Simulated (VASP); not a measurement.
# Na: single point with LDA

The system is Na.

```xyz
1
Lattice="-1.9142 1.9142 1.9142 1.9142 -1.9142 1.9142 1.9142 1.9142 -1.9142" Properties=species:S:1:pos:R:3 pbc="T T T"
Na    0.0000    0.0000    0.0000
```

```
Program                : VASP 6.6.1
Task                   : single point
Functional             : LDA
Potentials or basis    : VASP PAW LDA potentials, release 64 (Na_pv)
Cutoff                 : 520 eV
k mesh                 : 13 × 13 × 13
Occupations            : fermi-dirac, width 0.05 eV
Spin                   : no spin polarisation
Dipole correction      : no
Further INCAR settings : ALGO = Normal; EDIFF = 1e-06; NBANDS = 10
```

The pressure is 2.1 GPa. The band gap on the k mesh is zero (an odd number of electrons rules out a gap without spin polarisation).

Levels at points of the mesh, in eV from the Fermi level:
```tsv
k point	band 1	band 2	band 3	band 4	band 5	band 6	band 7
(0.00, 0.00, 0.00)	-24.82	-24.82	-24.82	-3.97	13.48	13.48	13.48
```

It took 28 s on 1 thread of AMD EPYC 7R13, with other jobs on the host, peak memory 0.11 GiB.
